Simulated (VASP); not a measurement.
**BaZrO3: single point with PBE**

Crystal: BaZrO3.

```xyz
5
Lattice="4.2054 0.0000 0.0000 0.0000 4.2054 0.0000 0.0000 0.0000 4.2054" Properties=species:S:1:pos:R:3 pbc="T T T"
Ba    0.0000    0.0000    0.0000
Zr    2.1027    2.1027    2.1027
O     2.1027    2.1027    0.0000
O     2.1027    0.0000    2.1027
O     0.0000    2.1027    2.1027
```

- Program: VASP 6.6.1
- Task: single point
- Functional: PBE
- Potentials or basis: VASP PAW PBE potentials, release 64 (Ba_sv, Zr_sv, O)
- Cutoff: 520 eV
- k mesh: 6 × 6 × 6
- Occupations: fermi-dirac, width 0.02 eV
- Spin: no spin polarisation

- Pressure: 3.4 GPa
- Band gap on the k mesh: 3.17 eV, indirect (least direct gap 3.40 eV)

Levels at points of the mesh, in eV from the valence-band top:
| k point | band 16 | band 17 | band 18 | band 19 | band 20 | band 21 | band 22 | band 23 | band 24 | band 25 |
| --- | --- | --- | --- | --- | --- | --- | --- | --- | --- | --- |
| (0.00, 0.00, 0.00) | -0.97 | -0.97 | -0.24 | -0.24 | -0.24 | 3.17 | 3.17 | 3.17 | 4.64 | 4.64 |
| (0.50, 0.00, 0.00) | -1.72 | -1.72 | -1.65 | -0.47 | -0.47 | 3.60 | 5.64 | 5.64 | 6.39 | 6.63 |
| (0.50, 0.50, 0.00) | -2.37 | -0.93 | -0.93 | -0.81 | -0.08 | 5.61 | 5.61 | 6.40 | 6.44 | 7.62 |
| (0.50, 0.50, 0.50) | -2.53 | -2.53 | 0.00 | 0.00 | 0.00 | 5.94 | 5.94 | 5.94 | 6.91 | 6.91 |

Wall time 14 s on 1 thread of Intel(R) Xeon(R) 6975P-C (Granite Rapids), on a shared host, peak memory 0.19 GiB.

Caveat: spin-orbit coupling is left out, which moves the levels of the heavy elements. PBE gaps usually lie below the measured ones, often by a third to a half.
